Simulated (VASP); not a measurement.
Pd, 2 atoms in the cell. The structure is cubic, space group Fd-3m (No. 227). Conventional cell: a = 5.278 Å, b = 5.278 Å, c = 5.278 Å, α = 90.00°, β = 90.00°, γ = 90.00°. Pd (site symmetry -43m) has 4 Pd at 2.29 Å within 3.0 Å.  This cell differs from its parent crystal: volume scaled by 0.8.

```yaml
Program: VASP 6.6.1
Task: single point
Functional: PBEsol
Potentials_or_basis: VASP PAW PBE potentials, release 64 (Pd)
Cutoff: 520 eV
k_mesh: 12 × 12 × 12
Occupations: fermi-dirac, width 0.05 eV
Spin: no spin polarisation
Dipole_correction: no
Further_INCAR_settings: ALGO = Normal; EDIFF = 1e-06; NBANDS = 17
```

Potentials or basis: VASP PAW PBE potentials, release 64 (Pd).

Run with:

```sh
$ cat potpaw_PBE.64/Pd/POTCAR > POTCAR
$ mpirun -np 1 vasp_std > vasp.out
```

Hardware: 1 thread of Intel(R) Xeon(R) Platinum 8259CL CPU @ 2.50GHz (Skylake/Cascade Lake) (shared host).

Problem. How long does it take, and how much memory?

Solution. Wall time 34 s on 1 thread of Intel(R) Xeon(R) Platinum 8259CL CPU @ 2.50GHz (Skylake/Cascade Lake), on a shared host, peak memory 0.17 GiB. Counts: scf iterations 11, k points 72.
